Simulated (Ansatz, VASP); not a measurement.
## One calculation of GaN, two programs

```xyz
2
Lattice="0.0000 2.2277 2.2277 2.2277 0.0000 2.2277 2.2277 2.2277 0.0000" Properties=species:S:1:pos:R:3 pbc="T T T"
Ga    0.0000    0.0000    0.0000
N     3.3416    3.3416    3.3416
```

Alike in both runs: functional LDA; k mesh 10 × 10 × 10; no spin polarisation.

Ansatz relaxed the structure, and its values are those at the end. VASP's run is a single point on that final structure, the one shown.

|  | VASP | Ansatz |
| --- | --- | --- |
| version | VASP 6.6.1 | Ansatz 0.2.0 |
| potentials or method | VASP PAW LDA potentials, release 64 (Ga_d, N_h), cutoff 910 eV | scalar-relativistic, plane waves, PAW |
| occupations | gaussian, width 0.01 eV | fixed |
| valence electrons in the cell | 18 | 18 |

Ansatz gave:

```
gap on the k mesh at the Fermi level (eV) : 1.96
least direct gap on the mesh (eV)         : 1.96
```

Which values does VASP return?

gap on the k mesh at the Fermi level (eV): 1.97; least direct gap on the mesh (eV): 1.97.

LDA's correlation is that of Perdew and Zunger in VASP and of Perdew and Wang (1992) in Ansatz.

Noted on VASP's run: the cutoff is short for stress, so the pressure is rough.
